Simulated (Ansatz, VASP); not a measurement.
**Os: VASP beside Ansatz**

File INCAR:

```
ALGO = Normal
EDIFF = 1E-6
ENCUT = 500
GGA = CA
GGA_COMPAT = False
ISIF = 2
ISMEAR = -1
LASPH = True
LCHARG = True
LELF = True
LREAL = False
LVHAR = True
LWAVE = False
NBANDS = 14
NELM = 120
PREC = Accurate
SIGMA = 0.1
```

File KPOINTS:

```
k-points
0
Gamma
  16 16 16
```

The input POSCAR:

```
Os
1.0
    0.0000000000      1.9019172812      1.9019172812
    1.9019172812      0.0000000000      1.9019172812
    1.9019172812      1.9019172812      0.0000000000
Os
1
Direct
    0.0000000000      0.0000000000      0.0000000000
```

Input for Ansatz:

```yaml
crystal:
  lattice:
    - [0.0, 1.9019172812, 1.9019172812]
    - [1.9019172812, 0.0, 1.9019172812]
    - [1.9019172812, 1.9019172812, 0.0]
  atoms:
    - { symbol: Os, position: [0.0, 0.0, 0.0] }
hamiltonian:
  xc: lda
  pseudopotentials:
    kind: paw
    azcp:
      Os: "pseudopotentials/Os.paw.azcp"
basis:
  ecutwfc: 420
  fft_grid_basis: typed
kpoints:
  mp_grid: { grid: [16, 16, 16], shift: [0, 0, 0] }
magnetization:
  spin_polarized: false
scf:
  occupations: { method: fermi_dirac, width: 0.1 }
  lower_state_search: "off"
output:
  stress: true
  write_density: true
  write_potential: true
  elf: true
  volumetric_format: npy
```

Alike in both runs: task single point; functional LDA; k mesh 16 × 16 × 16; occupations fermi-dirac, width 0.1 eV; no spin polarisation.

|  | VASP | Ansatz |
| --- | --- | --- |
| version | VASP 6.6.1 | Ansatz 0.2.0 |
| potentials or method | VASP PAW LDA potentials, release 64 (Os_sv_GW), cutoff 500 eV | plane waves (420 eV) with PAW, scalar-relativistic |
| valence electrons in the cell | 16 | 16 |

|  | VASP | Ansatz | Ansatz less VASP |
| --- | --- | --- | --- |
| pressure (GPa) | -1.0 | -0.2 | +0.72 |

Ansatz warns that its potentials were made for another functional, while VASP's fit it. LDA's correlation is that of Perdew and Zunger in VASP and of Perdew and Wang (1992) in Ansatz.

Spin-orbit coupling is off throughout.
